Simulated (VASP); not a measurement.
## Na8NF7 (a cell with a defect): single point with LDA

The system is Na8NF7 (a cell with a defect).

```xyz
16
Lattice="0.0000 4.6300 4.6300 4.6300 0.0000 4.6300 4.6300 4.6300 0.0000" Properties=species:S:1:pos:R:3 pbc="T T T"
N     2.3109    4.5652    4.5932
F     6.9529    4.5621    4.7074
F     4.5016    2.4015    4.6323
F     4.6310    6.9053    4.5960
F     4.7071    4.4697    2.2563
F     4.5831    4.5589    6.9342
F     2.2902    2.2263    2.2593
F     7.0111    6.9244    6.9823
Na    4.5914    4.4783    0.1541
Na    4.7006    4.6717    4.5970
Na    6.9251    2.3634    4.5715
Na    6.9974    6.9880    4.7518
Na    2.3194    0.0414    2.3300
Na    2.2394    4.5407    2.3053
Na    4.6597    6.9813    2.5176
Na    4.7620    2.3437    2.4264
```

```json
{"Program": "VASP 6.6.1", "Task": "single point", "Functional": "LDA", "Potentials or basis": "VASP PAW LDA potentials, release 64 (N, F, Na_pv)", "Cutoff": "520 eV", "k mesh": "2 × 2 × 2, shifted", "Occupations": "fermi-dirac, width 0.05 eV", "Spin": "no spin polarisation"}
```

```json
{
  "Pressure": "-1.2 GPa",
  "Largest force": "0.947 eV/Å",
  "Band gap on the k mesh": "zero (bands 55 and 56 overlap by 0.09 eV)"
}
```

Forces on the atoms (eV/Å):
```
N   -0.036  0.541  0.059
F   -0.027  0.228 -0.187
F    0.569 -0.218  0.072
F    0.107 -0.059  0.565
F   -0.115  0.478  0.513
F    0.176  0.263  0.150
F    0.021  0.259  0.144
F   -0.136 -0.057  0.043
Na  -0.297  0.427 -0.522
Na   0.012 -0.184  0.163
Na  -0.050 -0.098  0.348
Na  -0.117 -0.824 -0.177
Na   0.210 -0.102  0.267
Na   0.166  0.012 -0.327
Na  -0.043 -0.152 -0.934
Na  -0.438 -0.515 -0.178
```

Stress tensor (GPa, compression positive):
```
-2.02  0.09 -0.10
 0.09 -0.92 -0.20
-0.10 -0.20 -0.64
```

Levels at points of the mesh, in eV from the Fermi level:
| k point | band 53 | band 54 | band 55 | band 56 | band 57 | band 58 |
| --- | --- | --- | --- | --- | --- | --- |
| (0.25, 0.25, 0.25) | -2.25 | -0.08 | 0.06 | 0.07 | 4.65 | 7.37 |

Wall time 14 min on 1 thread of Intel Xeon 8259CL, on a shared host, peak memory 0.35 GiB.

Caveat: the k points lie up to 0.59 Å⁻¹ apart.
